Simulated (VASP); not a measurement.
Wanted: the native input for a VASP 6.6.1 run.

| Quantity | Value |
| --- | --- |
| Task | single point |
| Functional | r2SCAN |
| Potentials or basis | VASP PAW PBE potentials, release 64 (Nb_sv) |
| Cutoff | 520 eV |
| k mesh | 22 × 22 × 22 |
| Occupations | fermi-dirac, width 0.1 eV |
| Spin | no spin polarisation |
| Dipole correction | no |
| Further INCAR settings | ALGO = Normal; EDIFF = 1e-07; NBANDS = 12 |

Crystal: Nb.

```
CELL_PARAMETERS angstrom
-1.60587 1.60587 1.60587
1.60587 -1.60587 1.60587
1.60587 1.60587 -1.60587
ATOMIC_POSITIONS crystal
Nb 0.00000 0.00000 0.00000
```

This cell differs from its parent crystal: volume scaled by 0.92.

One way to write it, as run:

POSCAR

```
Nb
1.0
   -1.6058722834      1.6058722834      1.6058722834
    1.6058722834     -1.6058722834      1.6058722834
    1.6058722834      1.6058722834     -1.6058722834
Nb
1
Direct
    0.0000000000      0.0000000000      0.0000000000
```

INCAR.step1

```
ALGO = Normal
EDIFF = 1E-4
ENCUT = 520
GGA = PE
ISMEAR = -1
LASPH = True
LCHARG = False
LREAL = False
LWAVE = True
NBANDS = 12
NELM = 100
PREC = Accurate
SIGMA = 0.1
```

INCAR.step2

```
ALGO = Normal
EDIFF = 1E-7
ENCUT = 520
ISIF = 2
ISMEAR = -1
ISTART = 1
LASPH = True
LCHARG = True
LELF = True
LMIXTAU = True
LREAL = False
LVHAR = True
LWAVE = False
METAGGA = R2SCAN
NBANDS = 12
NELM = 100
PREC = Accurate
SIGMA = 0.1
```

KPOINTS

```
k-points
0
Gamma
  22 22 22
```

Potentials or basis: VASP PAW PBE potentials, release 64 (Nb_sv).

The run is started by

```console
$ cat potpaw_PBE.64/Nb_sv/POTCAR > POTCAR
$ cp INCAR.step1 INCAR
$ mpirun -np 1 vasp_std > vasp.out
$ cp INCAR.step2 INCAR
$ mpirun -np 1 vasp_std > vasp.out
```

Results of the run:

The pressure is 17.1 GPa.

Caveat: the PAW data sets were made with another functional, which shifts forces and pressure a little.

It took 5.3 min on 1 thread of AMD EPYC 7R43 64-Core Processor (Zen 3) (shared host), peak memory 0.16 GiB.
